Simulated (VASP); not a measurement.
Write the native input for VASP 6.6.1 that does the following.

```yaml
Task: relaxation of cell and atoms
Functional: PBE
Potentials_or_basis: VASP PAW PBE potentials, release 64 (Be)
Cutoff: 600 eV
k_mesh: 6 × 6 × 8
Occupations: gaussian, width 0.1 eV
Spin: no spin polarisation
Dipole_correction: no
Further_INCAR_settings: ALGO = Normal; EDIFF = 1e-06; IBRION = 2; EDIFFG = -0.04; NSW = 90; ISIF = 3
```

The structure of Be lies in POSCAR:

```
Be
1.0
    2.6471686800      0.0000000000      0.0000000000
    0.0000000000      2.6471686800      0.0000000000
    0.0000000000      0.0000000000      2.4423817400
Be
2
Direct
    0.5000000000      0.0000000000      0.4688509500
    0.0000000000      0.5000000000      0.5311490500
```

The input as run:

INCAR

```
SYSTEM = Be
PREC = Accurate
ENCUT = 600
EDIFF = 1E-6
ISMEAR = 0
SIGMA = 0.1
LREAL = .False.
LASPH = .True.
NELM = 100
ALGO = Normal
ISIF = 3
LWAVE = .False.
LCHARG = .False.
GGA = PE
IBRION = 2
NSW = 90
EDIFFG = -0.04
```

KPOINTS

```
regular mesh
0
Gamma
  6 6 8
  0 0 0
```

Potentials or basis: VASP PAW PBE potentials, release 64 (Be).

Run with:

```sh
$ cat potpaw_PBE.64/Be/POTCAR > POTCAR
$ mpirun -np 1 vasp_std > vasp.out
```

It gave:

```yaml
Relaxed_volume: 7.88 Å³/atom
Relaxed_cell: a = 2.250 Å, b = 2.250 Å, c = 3.111 Å, α = 90.00°, β = 90.00°, γ = 90.00°
Space_group_after_relaxing_to_0.05_Å: I4/mmm (No. 139)
Energy_gained_by_relaxing: 968.7 meV/atom
Ionic_steps: 42
Pressure_after_relaxing: -0.3 GPa
Largest_force_after_relaxing: 0.017 eV/Å
Band_gap_on_the_k_mesh: zero (band 2 reaches 8.45 eV, above the bottom of band 3 at 7.25 eV)
```

Caveat: the k points lie up to 0.47 Å⁻¹ apart in the final cell.

It took 2.2 min on 1 thread of AMD EPYC 7R43 64-Core Processor (Zen 3), with other jobs on the host, peak memory 0.1 GiB.
